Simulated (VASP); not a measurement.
# Pd: single point with PBE

Pd:

```
Pd
1.0
     0.00000    1.94490    1.97407
     1.94490    0.00000    1.97407
     1.94490    1.94490    0.00000
Pd
1
Direct
  0.00000 0.00000 0.00000
```

This cell differs from its parent crystal: strain +0.0150 x Voigt [0, 0, 1, 0, 0, 0].

* Program: VASP 6.6.1
* Task: single point
* Functional: PBE
* Potentials or basis: VASP PAW PBE potentials, release 64 (Pd)
* Cutoff: 520 eV
* k mesh: 20 × 20 × 20
* Occupations: gaussian, width 0.15 eV
* Spin: no spin polarisation
* Dipole correction: no
* Further INCAR settings: ALGO = Fast; EDIFF = 1e-06; NBANDS = 11

```json
{
  "Pressure": "4.4 GPa",
  "Band gap on the k mesh": "zero (bands 5 and 6 overlap by 1.56 eV)"
}
```

Stress tensor (GPa, compression positive):
```
4.69 0.00 0.00
0.00 4.69 0.00
0.00 0.00 3.84
```

Levels at points of the mesh, in eV from the Fermi level:
```csv
k point,band 2,band 3,band 4,band 5,band 6,band 7,band 8,band 9
"(0.00, 0.00, 0.00)",-2.87,-2.73,-2.73,-1.28,-1.13,17.20,21.67,22.02
"(0.50, 0.00, 0.00)",-2.89,-2.76,-0.06,0.00,1.05,7.23,16.54,20.85
"(0.50, 0.50, 0.00)",-5.00,-0.05,0.28,0.28,3.17,10.38,13.34,13.34
"(0.50, 0.00, 0.50)",-5.00,-0.06,0.24,0.33,3.46,10.78,13.02,13.10
```

Run time: 110 s on 1 thread of Intel Xeon 8259CL (shared host), peak memory 0.22 GiB.

Caveat: the cell differs from its parent crystal (strain +0.0150 x Voigt [0, 0, 1, 0, 0, 0]); the cell stands under pressure.
